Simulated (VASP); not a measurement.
# Pt: single point with PBEsol

Pt:

```
CELL_PARAMETERS angstrom
-1.56345 1.56345 1.56345
1.56345 -1.56345 1.56345
1.56345 1.56345 -1.56345
ATOMIC_POSITIONS crystal
Pt 0.00000 0.00000 0.00000
```

This isn't the form of Pt at room conditions, which is fcc.

```yaml
Program: VASP 6.6.1
Task: single point
Functional: PBEsol
Potentials_or_basis: VASP PAW PBE potentials, release 64 (Pt)
Cutoff: 500 eV
k_mesh: 8 × 8 × 8
Occupations: gaussian, width 0.1 eV
Spin: no spin polarisation
```

The pressure is -0.3 GPa and the band gap on the k mesh is zero (bands 5 and 6 overlap by 2.08 eV).

Levels at points of the mesh, in eV from the Fermi level:
```csv
k point,band 1,band 2,band 3,band 4,band 5,band 6,band 7,band 8,band 9,band 10
"(0.00, 0.00, 0.00)",-9.98,-3.72,-3.72,-3.72,-1.08,-1.08,17.01,17.01,17.01,27.43
"(0.50, 0.00, 0.00)",-6.97,-5.23,-1.27,-0.73,0.03,1.08,6.50,13.17,16.03,24.13
"(0.50, 0.50, 0.50)",-6.47,-6.47,0.53,0.53,0.53,7.62,7.62,7.62,13.15,19.43
```

Run time: 4.7 s on 1 thread of AMD EPYC 7R43 64-Core Processor (Zen 3), on a shared host, peak memory 0.09 GiB.

Caveat: the PAW data sets were made with another functional, which shifts forces and pressure a little; spin-orbit coupling is left out, which moves the levels of the heavy elements.
